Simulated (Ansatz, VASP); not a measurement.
## GaAs in VASP and in Ansatz

Contents of POSCAR:

```
GaAs
1.0
    0.0000000000      2.8268500000      2.8268500000
    2.8268500000      0.0000000000      2.8268500000
    2.8268500000      2.8268500000      0.0000000000
As Ga
1 1
Direct
    0.7500000000      0.7500000000      0.7500000000
    0.0000000000      0.0000000000      0.0000000000
```

INCAR.step1

```
PREC = Accurate ; ENCUT = 520
EDIFF = 1E-5 ; ISMEAR = -1
SIGMA = 0.05 ; LREAL = False
LASPH = True ; NELM = 100
ALGO = Normal ; ISIF = 2
LWAVE = True ; GGA = PE
NBANDS = 16
```

INCAR.step2

```
PREC = Accurate ; ENCUT = 520
EDIFF = 1E-6 ; ISMEAR = -1
SIGMA = 0.05 ; LREAL = False
LASPH = True ; NELM = 100
ALGO = Normal ; ISIF = 2
LWAVE = False ; LCHARG = True
METAGGA = R2SCAN ; LHFCALC = True
AEXX = 0.1 ; LMIXTAU = True
PRECFOCK = Normal ; LELF = True
LVHAR = True ; ISTART = 1
NBANDS = 16
```

File KPOINTS:

```
regular mesh
0
Gamma
  4 4 4
```

Contents of input.yaml:

```yaml
crystal:
  lattice:
    - [0.0, 2.82685, 2.82685]
    - [2.82685, 0.0, 2.82685]
    - [2.82685, 2.82685, 0.0]
  atoms:
    - { symbol: As, position: [0.75, 0.75, 0.75] }
    - { symbol: Ga, position: [0.0, 0.0, 0.0] }
hamiltonian:
  xc: r2scanh
  pseudopotentials: { kind: paw }
kpoints:
  mp_grid: { grid: [4, 4, 4] }
  band_path:
    path:
      - [[0.0, 0.0, 0.0], [0.5, 0.0, 0.5], [0.5, 0.25, 0.75], [0.375, 0.375, 0.75], [0.0, 0.0, 0.0], [0.5, 0.5, 0.5], [0.625, 0.25, 0.625], [0.5, 0.25, 0.75], [0.5, 0.5, 0.5], [0.375, 0.375, 0.75]]
      - [[0.625, 0.25, 0.625], [0.5, 0.0, 0.5]]
    npoints: 4
scf:
  occupations: { method: fermi_dirac, width: 0.05 }
  n_extra_bands: 6
output:
  forces: true
  stress: true
  eigenvalues: true
  fatbands: false
```

Alike in both runs: functional r2SCANh; k mesh 4 × 4 × 4; occupations fermi-dirac, width 0.05 eV; no spin polarisation.

|  | VASP | Ansatz |
| --- | --- | --- |
| version | VASP 6.6.1 | Ansatz 0.2.0 |
| potentials or method | VASP PAW PBE potentials, release 64 (As, Ga_d) | Ansatz PAW |
| plane-wave cutoff (eV) | 520 | 500 |
| valence electrons in the cell | 18 | 28 |
| task | single point | band structure |

```csv
,VASP,Ansatz,Ansatz less VASP
gap on the k mesh at the Fermi level (eV),1.56,1.55,-0.003
least direct gap on the mesh (eV),1.56,1.55,-0.003
pressure (GPa),0.3,0.3,+0.01
```

VASP's potentials were made for PBE, not for r2SCANh. VASP's potentials hold 18 valence electrons a cell and Ansatz's 28, so a difference there can come from the potentials and not from the codes.

The k mesh is coarse, so the values compare programs but aren't converged.
